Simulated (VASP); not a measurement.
# Ni (I4/mmm) in VASP: a series of runs

Runs on Ni. Level: PBE. Tasks: single point.

All numbers are computed with VASP 6.6.1; they aren't measurements. Logs are shortened: lines on timing, memory, paths and dates and some standing lists are left out, and cuts for length are marked.

## (1) The cell of the first run

It takes space group I4/mmm (No. 139, tetragonal). The conventional cell has a = 2.443 Å, b = 2.443 Å, c = 3.665 Å, α = 90.00°, β = 90.00°, γ = 90.00°. Ni (site symmetry 4/mmm) has 12 Ni at 2.44 to 2.52 Å within 3.2 Å.

## (2) Single point, PBE, collinear spin, ferromagnetic start (stretched by +4 % along [0.0, 0.0, 1.0] at fixed volume)

Contents of INCAR:

```
SYSTEM = Ni
ALGO = Normal
EDIFF = 1E-6
ENCUT = 520
GGA = PE
ISIF = 2
ISMEAR = -1
ISPIN = 2
LASPH = .TRUE.
LCHARG = .FALSE.
LMAXMIX = 4
LORBIT = 11
LREAL = .FALSE.
LWAVE = .FALSE.
MAGMOM = 1.5
NBANDS = 15
NELM = 150
PREC = Accurate
SIGMA = 0.05
```

Contents of KPOINTS:

```
k-points
0
G
  12 12 12
  0 0 0
```

Contents of POSCAR:

```
Ni
1.0
    0.0000000000      1.7277194128      1.8324124000
    1.7277194128      0.0000000000      1.8324124000
    1.7277194128      1.7277194128      0.0000000000
Ni
1
Direct
    0.0000000000      0.0000000000      0.0000000000
```

Potentials or basis: VASP PAW PBE potentials, release 64 (Ni).

The run is started by

```console
> cat potpaw_PBE.64/Ni/POTCAR > POTCAR
> mpirun -np 1 vasp_std > vasp.out
```

OUTCAR:

```text
SYSTEM = Ni
   EDIFF = 1E-6
   ENCUT = 520
   GGA = PE
   ISIF = 2
   ISMEAR = -1
   ISPIN = 2
   LASPH = .TRUE.
   LORBIT = 11
   LREAL = .FALSE.
   NELM = 150
   PREC = Accurate

 ion  position               nearest neighbor table
   1  0.000  0.000  0.000-

  LATTYP: Found a body centered tetragonal cell.
 ALAT       =     2.4433642256
 C/A-ratio  =     1.4999093306

  Lattice vectors:

 A1 = (  -1.7277194128,   0.0000000000,   1.8324124000)
 A2 = (   1.7277194128,   0.0000000000,   1.8324124000)
 A3 = (   0.0000000000,   1.7277194128,  -1.8324124000)

Analysis of symmetry for initial positions (statically):
=====================================================================
 Subroutine PRICEL returns:
 Original cell was already a primitive cell.

 Routine SETGRP: Setting up the symmetry group for a
 body centered tetragonal supercell.

 Subroutine GETGRP returns: Found 16 space group operations
 (whereof 16 operations were pure point group operations)
 out of a pool of 16 trial point group operations.

The static configuration has the point symmetry D_4h.

Analysis of symmetry for dynamics (positions and initial velocities):
=====================================================================
 Subroutine PRICEL returns:
 Original cell was already a primitive cell.

 Routine SETGRP: Setting up the symmetry group for a
 body centered tetragonal supercell.

 Subroutine GETGRP returns: Found 16 space group operations
 (whereof 16 operations were pure point group operations)
 out of a pool of 16 trial point group operations.

The dynamic configuration has the point symmetry D_4h.

Analysis of structural, dynamic, and magnetic symmetry:
=====================================================================
 Subroutine PRICEL returns:
 Original cell was already a primitive cell.

 Routine SETGRP: Setting up the symmetry group for a
 body centered tetragonal supercell.

 Subroutine GETGRP returns: Found 16 space group operations
 (whereof 16 operations were pure point group operations)
 out of a pool of 16 trial point group operations.

The overall configuration has the point symmetry D_4h.

 Subroutine INISYM returns: Found 16 space group operations
 (whereof 16 operations are pure point group operations),
 and found     1 'primitive' translations

----------------------------------------------------------------------------------------

                                     Primitive cell

  volume of cell :      10.9396

  direct lattice vectors                    reciprocal lattice vectors
     0.000000000  1.727719413  1.832412400    -0.289398844  0.289398844  0.272864340
     1.727719413  0.000000000  1.832412400     0.289398844 -0.289398844  0.272864340
     1.727719413  1.727719413  0.000000000     0.289398844  0.289398844 -0.272864340

  length of vectors
     2.518481601  2.518481601  2.443364226     0.491892599  0.491892599  0.491892599

  position of ions in fractional coordinates (direct lattice)
     0.000000000  0.000000000  0.000000000

  ion indices of the primitive-cell ions
   primitive index   ion index
                 1           1

----------------------------------------------------------------------------------------

 KPOINTS: k-points

Automatic generation of k-mesh.
 Grid dimensions read from file:
 generate k-points for:   12   12   12

 Generating k-lattice:

  Cartesian coordinates                     Fractional coordinates (reciprocal lattice)
    -0.024116570  0.024116570  0.022738695     0.083333333  0.000000000  0.000000000
     0.024116570 -0.024116570  0.022738695     0.000000000  0.083333333  0.000000000
     0.024116570  0.024116570 -0.022738695    -0.000000000 -0.000000000  0.083333333

  Length of vectors
     0.040991050  0.040991050  0.040991050

  Shift w.r.t. Gamma in fractional coordinates (k-lattice)
     0.000000000  0.000000000  0.000000000

 Subroutine IBZKPT returns following result:
 ===========================================

 Found    163 irreducible k-points:

 Following reciprocal coordinates:
            Coordinates               Weight
  0.000000  0.000000  0.000000      1.000000
  0.083333  0.000000  0.000000      8.000000
  0.166667  0.000000  0.000000      8.000000
  0.250000  0.000000  0.000000      8.000000
  0.333333  0.000000  0.000000      8.000000
  0.416667  0.000000  0.000000      8.000000
[... 16 lines left out ...]
  0.500000  0.166667  0.000000      8.000000
 -0.416667  0.166667  0.000000      8.000000
 [... further k-points ...]
   k-points           NKPTS =    163   k-points in BZ     NKDIM =    163   number of bands    NBANDS=     15
   number of dos      NEDOS =    301   number of ions     NIONS =      1
   total plane-waves  NPLWV =   7200
   dimension x,y,z NGX =    20 NGY =   20 NGZ =   18
   dimension x,y,z NGXF=    40 NGYF=   40 NGZF=   36
   ions per type =               1
   NGX,Y,Z   is equivalent  to a cutoff of  13.20, 13.20, 12.25 a.u.
   NGXF,Y,Z  is equivalent  to a cutoff of  26.40, 26.40, 24.49 a.u.
 SYSTEM =  Ni
   PREC   = accura    normal or accurate (medium, high low for compatibility)
   ISTART =      0    job   : 0-new  1-cont  2-samecut
   ICHARG =      2    charge: 1-file 2-atom 10-const
   ISPIN  =      2    spin polarized calculation?
   LNONCOLLINEAR =      F non collinear calculations
   LSORBIT =      F    spin-orbit coupling
   LASPH  =      T    aspherical Exc in radial PAW
   ENCUT  =  520.0 eV  38.22 Ry    6.18 a.u.   4.68  4.68  4.54*2*pi/ulx,y,z
   NELM   =    150;   NELMIN=  2; NELMDL= -5     # of ELM steps
   EDIFF  = 0.1E-05   stopping-criterion for ELM
   LREAL  =      F    real-space projection
   EDIFFG = 0.1E-04   stopping-criterion for IOM
   NSW    =      0    number of steps for IOM
   IBRION =     -1    ionic relax: 0-MD 1-quasi-New 2-CG
   NFREE  =      0    steps in history (QN), initial steepest desc. (CG)
   ISIF   =      2    stress and relaxation
   ISYM   =      2    0-nonsym 1-usesym 2-fastsym
   POTIM  = 0.5000    time-step for ionic-motion
   TEBEG  =    0.0;   TEEND  =   0.0 temperature during run
   PSTRESS=    0.0 pullay stress
   NELECT =      10.0000    total number of electrons
   NUPDOWN=      -1.0000    fix difference up-down
   EMIN   =  10.00;   EMAX   =-10.00  energy-range for DOS
   EFERMI =   0.00;   METHOD = LEGACY
   ISMEAR =    -1;   SIGMA  =   0.05  broadening in eV -4-tet -1-fermi 0-gaus
   EFERMI_NEDOS =   21; number of points for ismear=-14 and -15
   IALGO  =     38    algorithm
   IMIX   =      4    mixing-type and parameters
     AMIX     =   0.40;   BMIX     =  1.00
     AMIX_MAG =   1.60;   BMIX_MAG =  1.00
  volume/ion in A,a.u.               =      10.94        73.82
  Fermi-wavevector in a.u.,A,eV,Ry     =   1.588821  3.002436 34.345893  2.524352
  Thomas-Fermi vector in A             =   2.687765
   LORBIT       =     11    0 simple, 1 ext, 2 COOP (PROOUT), +10 PAW based schemes
   GGA     = PE    functional components
   LHFCALC =     F    Hartree Fock is set to
   AEXX    =    0.0000 exact exchange contribution
   IVDW    =     0    specifies the selected vdW correction
   LEPSILON=     F    determine dielectric tensor
   LRPA    =     F    only Hartree local field effects (RPA)
 spin polarized calculation
  energy-cutoff  :      520.00
  volume of cell :       10.94
 maximum number of plane-waves:       310
   NGX =  9   NGY =  9   NGZ =  9

 number of electron      10.0000005 magnetization       0.6566861

 Free energy of the ion-electron system (eV)
  ---------------------------------------------------
  ext. energy  EPLUGINS =         0.00000000
  ---------------------------------------------------
  free energy    TOTEN  =        -5.46643797 eV

  energy without entropy =       -5.45175318  energy(sigma->0) =       -5.45909558

 E-fermi :   9.2896     XC(G=0): -13.2237

 val. band max:        9.2883909730   @ k =   0.4167   0.0000   0.4167
 cond. band min:       9.2912555377   @ k =  -0.4167   0.0833   0.0000
 fundamental gap:      0.0028645647
 Fermi energy:         9.2895820502

 spin component 1

 k-point     1 :       0.0000    0.0000    0.0000
  band No.  band energies     occupation
      1       0.3274      1.00000
      2       6.6295      1.00000
      3       6.9832      1.00000
      4       6.9833      1.00000
      5       7.8184      1.00000
      6       8.2105      1.00000
      7      33.0491      0.00000
      8      36.4031      0.00000
      9      37.0197      0.00000
     10      37.0197      0.00000
     11      39.6466      0.00000
     12      39.6466      0.00000
     13      39.9924      0.00000
     14      42.4788      0.00000
     15      45.7247      0.00000
[... 397 lines left out ...]
 k-point    24 :      -0.4167    0.1667    0.0000
  band No.  band energies     occupation
      1       5.0208      1.00000
      2       6.4017      1.00000
      3       7.0594      1.00000
      4       7.3854      1.00000
      5       8.4989      1.00000
      6      11.5619      0.00000
      7      15.2712      0.00000
      8      24.7684      0.00000
      9      31.8100      0.00000
     10      32.7914      0.00000
     11      41.4287      0.00000
     12      41.7869      0.00000
     13      47.1395      0.00000
     14      52.5422      0.00000
     15      52.5900      0.00000

 [... further k-points ...]

 spin component 2

 k-point     1 :       0.0000    0.0000    0.0000
  band No.  band energies     occupation
      1       0.2934      1.00000
      2       7.4010      1.00000
      3       7.7783      1.00000
      4       7.7783      1.00000
      5       8.4294      1.00000
      6       8.8316      0.99989
      7      32.8802      0.00000
      8      36.3490      0.00000
      9      37.0211      0.00000
     10      37.0211      0.00000
     11      39.7403      0.00000
     12      39.7403      0.00000
     13      40.1212      0.00000
     14      42.3600      0.00000
     15      45.9536      0.00000
[... 397 lines left out ...]
 k-point    24 :      -0.4167    0.1667    0.0000
  band No.  band energies     occupation
      1       5.5105      1.00000
      2       6.9373      1.00000
      3       7.5530      1.00000
      4       8.0290      1.00000
      5       9.3097      0.40067
      6      11.8840      0.00000
      7      15.6527      0.00000
      8      24.8570      0.00000
      9      31.8845      0.00000
     10      32.7830      0.00000
     11      41.3874      0.00000
     12      41.8195      0.00000
     13      47.2513      0.00000
     14      52.6859      0.00000
     15      52.8363      0.00000

 [... further k-points ...]
[... 5 lines left out ...]
  --------------------------------------------------------------------------------------
  -------------------------------------------------------------------------------------
  Total        0.1453413      0.1453413     -0.3827177      0.0000000      0.0000000      0.0000000
  in kB       21.2862922     21.2862922    -56.0517831      0.0000000      0.0000000      0.0000000
  external PRESSURE =      -4.4930662 kB  Pullay stress =       0.0000000 kB

 VOLUME and BASIS-vectors are now :
 -----------------------------------------------------------------------------
  energy-cutoff  :      520.00
  volume of cell :       10.94
      direct lattice vectors                 reciprocal lattice vectors
     0.000000000  1.727719413  1.832412400    -0.289398844  0.289398844  0.272864340
     1.727719413  0.000000000  1.832412400     0.289398844 -0.289398844  0.272864340
     1.727719413  1.727719413  0.000000000     0.289398844  0.289398844 -0.272864340

 POSITION                                       TOTAL-FORCE (eV/Angst)
 -----------------------------------------------------------------------------------
      0.00000      0.00000      0.00000         0.000000      0.000000      0.000000
 -----------------------------------------------------------------------------------
    total drift:                                0.000000      0.000000      0.000000

  FREE ENERGIE OF THE ION-ELECTRON SYSTEM (eV)
  ---------------------------------------------------
  free  energy   TOTEN  =        -5.4664379740 eV

  energy  without entropy=       -5.4517531807  energy(sigma->0) =       -5.45909558

 total charge

# of ion       s       p       d       tot
------------------------------------------
    1        0.496   0.494   8.310   9.300

 magnetization (x)

# of ion       s       p       d       tot
------------------------------------------
    1       -0.006  -0.025   0.701   0.670
```

Wall time 43 s (1 thread of Intel Xeon Platinum 8259CL at 2.50GHz (Skylake/Cascade Lake), shared host); peak memory 0.15 GiB.

Results:

- Free energy: -5.4664 eV
- Pressure: -0.4 GPa
- Net moment: 0.66 μB per cell
- Site moments: Ni +0.67 μB
- Valence electrons inside the program's atomic spheres: Ni 9.30

Levels at points of the mesh, in eV from the Fermi level:
Spin up:
```csv
k point,band 1,band 2,band 3,band 4,band 5,band 6,band 7,band 8,band 9,band 10
"(0.00, 0.00, 0.00)",-8.96,-2.66,-2.31,-2.31,-1.47,-1.08,23.76,27.11,27.73,27.73
"(0.50, 0.00, 0.00)",-4.81,-2.59,-2.23,-0.69,-0.55,-0.26,5.64,21.53,24.34,25.61
"(0.50, 0.50, 0.00)",-4.66,-4.15,-0.53,-0.52,-0.52,1.59,8.14,15.77,15.77,20.51
"(0.50, 0.00, 0.50)",-4.60,-4.18,-0.62,-0.59,-0.35,2.92,9.70,14.33,14.35,19.28
```
Spin down:
```tsv
k point	band 2	band 3	band 4	band 5	band 6	band 7
(0.00, 0.00, 0.00)	-1.89	-1.51	-1.51	-0.86	-0.46	23.59
(0.50, 0.00, 0.00)	-1.95	-1.58	-0.32	0.11	0.24	6.08
(0.50, 0.50, 0.00)	-3.50	0.11	0.39	0.39	1.54	8.42
(0.50, 0.00, 0.50)	-3.53	0.06	0.28	0.55	2.89	9.95
```

## (3) Single point, PBE, collinear spin, ferromagnetic start (stretched by +4 % along [0.0, 0.0, 1.0] at fixed volume)

INCAR, as its differences from that of step 2:

```diff
@@ -14,3 +14,3 @@
 LWAVE = .FALSE.
-MAGMOM = 1.5
+MAGMOM = 0.7
 NBANDS = 15
```

KPOINTS is that of step 2.

POSCAR is that of step 2.

Potentials or basis: VASP PAW PBE potentials, release 64 (Ni).

The run is started by

```console
> cat potpaw_PBE.64/Ni/POTCAR > POTCAR
> mpirun -np 1 vasp_std > vasp.out
```

It took 42 s on 1 thread of Intel Xeon Platinum 8259CL at 2.50GHz (Skylake/Cascade Lake), shared host; peak memory 0.16 GiB.

The run converged. Its results:

```
Free energy                                           : -5.4664 eV
Pressure                                              : -0.4 GPa
Net moment                                            : 0.66 μB per cell
Site moments                                          : Ni +0.67 μB
Valence electrons inside the program's atomic spheres : Ni 9.30
```

Stress tensor (GPa, compression positive):
```
 2.14  0.00  0.00
 0.00  2.14  0.00
 0.00  0.00 -5.60
```

Levels at points of the mesh, in eV from the Fermi level:
Spin up:
| k point | band 1 | band 2 | band 3 | band 4 | band 5 | band 6 | band 7 | band 8 | band 9 | band 10 |
| --- | --- | --- | --- | --- | --- | --- | --- | --- | --- | --- |
| (0.00, 0.00, 0.00) | -8.96 | -2.66 | -2.31 | -2.31 | -1.47 | -1.08 | 23.76 | 27.11 | 27.73 | 27.73 |
| (0.50, 0.00, 0.00) | -4.81 | -2.59 | -2.22 | -0.69 | -0.55 | -0.26 | 5.64 | 21.54 | 24.34 | 25.61 |
| (0.50, 0.50, 0.00) | -4.66 | -4.15 | -0.53 | -0.52 | -0.52 | 1.59 | 8.14 | 15.77 | 15.77 | 20.51 |
| (0.50, 0.00, 0.50) | -4.60 | -4.18 | -0.62 | -0.59 | -0.35 | 2.92 | 9.70 | 14.33 | 14.35 | 19.28 |
Spin down:
```tsv
k point	band 1	band 2	band 3	band 4	band 5	band 6	band 7	band 8	band 9
(0.00, 0.00, 0.00)	-9.00	-1.89	-1.51	-1.51	-0.86	-0.46	23.59	27.06	27.73
(0.50, 0.00, 0.00)	-4.35	-1.95	-1.58	-0.32	0.11	0.24	6.08	21.44	24.37
(0.50, 0.50, 0.00)	-4.31	-3.50	0.11	0.39	0.39	1.54	8.42	15.78	15.78
(0.50, 0.00, 0.50)	-4.23	-3.53	0.06	0.28	0.55	2.89	9.95	14.33	14.37
```
